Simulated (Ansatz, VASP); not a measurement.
## AgI: VASP beside Ansatz

```
Ag I
1.0
     4.65544    0.00000    0.00000
    -2.32772    4.03173    0.00000
     0.00000    0.00000    7.58717
Ag I
2 2
Direct
  0.33333 0.66667 0.00202
  0.66667 0.33333 0.50202
  0.33333 0.66667 0.37788
  0.66667 0.33333 0.87788
```

Alike in both runs: functional r2SCAN; k mesh 6 × 6 × 4; occupations gaussian, width 0.02 eV; no spin polarisation.

Ansatz relaxed the structure, and its values are those at the end. VASP's run is a single point on that final structure, the one shown.

```csv
,VASP,Ansatz
version,VASP 6.6.1,Ansatz 0.2.0
potentials or method,"VASP PAW PBE potentials, release 64 (Ag, I), cutoff 550 eV","scalar-relativistic, plane waves, PAW"
valence electrons in the cell,36,72
```

VASP gave:

```
gap on the k mesh at the Fermi level (eV) : 1.83
least direct gap on the mesh (eV)         : 1.83
pressure (GPa)                            : -0.1
```

Problem. Which values does Ansatz return?

Solution. gap on the k mesh at the Fermi level (eV): 1.86; least direct gap on the mesh (eV): 1.86; pressure (GPa): 0.0.

VASP's potentials were made for PBE, not for r2SCAN. VASP's potentials hold 36 valence electrons a cell and Ansatz's 72, so a difference there can come from the potentials and not from the codes.

Spin-orbit coupling is off throughout.
